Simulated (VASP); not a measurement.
Here is a VASP 6.6.1 calculation.

INCAR

```
PREC = Accurate
ENCUT = 520
EDIFF = 1E-7
ISMEAR = 0
SIGMA = 0.025
LREAL = False
LASPH = True
NELM = 150
ALGO = Normal
ISIF = 2
LWAVE = False
LCHARG = False
ISPIN = 2
MAGMOM = 2 0
LORBIT = 11
LMAXMIX = 4
GGA = PE
NBANDS = 18
```

File KPOINTS:

```
Automatic mesh
0
Gamma
  11 11 11
```

The input POSCAR:

```
CoO
1.0
    0.0000000000      2.1315000000      2.1315000000
    2.1315000000      0.0000000000      2.1315000000
    2.1315000000      2.1315000000      0.0000000000
Co O
1 1
Direct
    0.0000000000      0.0000000000      0.0000000000
    0.5000000000      0.5000000000      0.5000000000
```

Potentials or basis: VASP PAW PBE potentials, release 64 (Co, O).

The run is started by

```console
$ cat potpaw_PBE.64/Co/POTCAR potpaw_PBE.64/O/POTCAR > POTCAR
$ mpirun -np 1 vasp_std > vasp.out
```

(1) Predict the pressure.

(2) What does it give for the site moments?

(3) What does it give for the net moment?

## Answers

(1) -2.4 GPa.

(2) Co +2.57; O +0.30 μB.

(3) 2.93 μB per cell.

Caveat: a cell with one magnetic atom can't hold antiferromagnetic order, which such compounds often take.
